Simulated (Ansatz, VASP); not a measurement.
## One calculation of Cd4S3, two programs

```xyz
7
Lattice="5.6000 0.0000 0.0000 0.0000 5.6000 0.0000 0.0000 0.0000 5.6000" Properties=species:S:1:pos:R:3 pbc="T T T"
Cd    4.3120    4.3120    1.2880
Cd    4.3120    1.2880    4.3120
Cd    1.2880    4.3120    4.3120
Cd    1.2880    1.2880    1.2880
S     2.8000    0.0000    2.8000
S     0.0000    2.8000    2.8000
S     2.8000    2.8000    0.0000
```

Change from the starting cell: built by hand: S-deficient zincblende (ordered vacancy) (P-43m, No. 215).

Alike in both runs: task relaxation of cell and atoms; functional PBE; k mesh 3 × 3 × 3; occupations gaussian, width 0.2 eV; no spin polarisation.

|  | VASP | Ansatz |
| --- | --- | --- |
| version | VASP 6.6.1 | Ansatz 0.2.0 |
| potentials or method | VASP PAW PBE potentials, release 64 (Cd, S), cutoff 600 eV | scalar-relativistic, plane waves, PAW |
| valence electrons in the cell | 66 | 98 |

```tsv
	VASP	Ansatz	Ansatz less VASP
gap on the k mesh at the Fermi level, each at its own relaxed structure (eV)	1.66	1.68	+0.028
relaxed volume (Å³/atom)	24.96	24.66	-0.305
relaxed cell length with the largest relative difference (Å)	5.591	5.568	-0.0229
```

VASP's potentials hold 66 valence electrons a cell and Ansatz's 98, so a difference there can come from the potentials and not from the codes.
